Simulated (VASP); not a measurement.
Input of a VASP 6.6.1 run:

The input INCAR:

```
SYSTEM = ZnS
  PREC = Accurate
  ENCUT = 500
  EDIFF = 1E-6
  ISMEAR = 0
  SIGMA = 0.01
  LREAL = .FALSE.
  LASPH = .TRUE.
  NELM = 120
  ALGO = Normal
  ISIF = 2
  LWAVE = .FALSE.
  LCHARG = .FALSE.
  GGA = PE
  NBANDS = 16
  GGA_COMPAT = .FALSE.
```

The input KPOINTS:

```
regular mesh
0
G
  6 6 6
  0 0 0
```

File POSCAR:

```
ZnS
1.0
    0.0000000000      2.6940072897      2.6940072897
    2.6940072897      0.0000000000      2.6940072897
    2.6940072897      2.6940072897      0.0000000000
Zn S
1 1
Direct
    0.2500000000      0.2500000000      0.2500000000
    0.0000000000      0.0000000000      0.0000000000
```

Potentials or basis: VASP PAW PBE potentials, release 64 (Zn, S).

Launch:

```sh
$ cat potpaw_PBE.64/Zn/POTCAR potpaw_PBE.64/S/POTCAR > POTCAR
$ mpirun -np 1 vasp_std > vasp.out
```

(1) What does it give for the pressure?

(2) What does it give for the band gap on the k mesh?

Answers

(1) 2.5 GPa.

(2) 2.15 eV, direct.
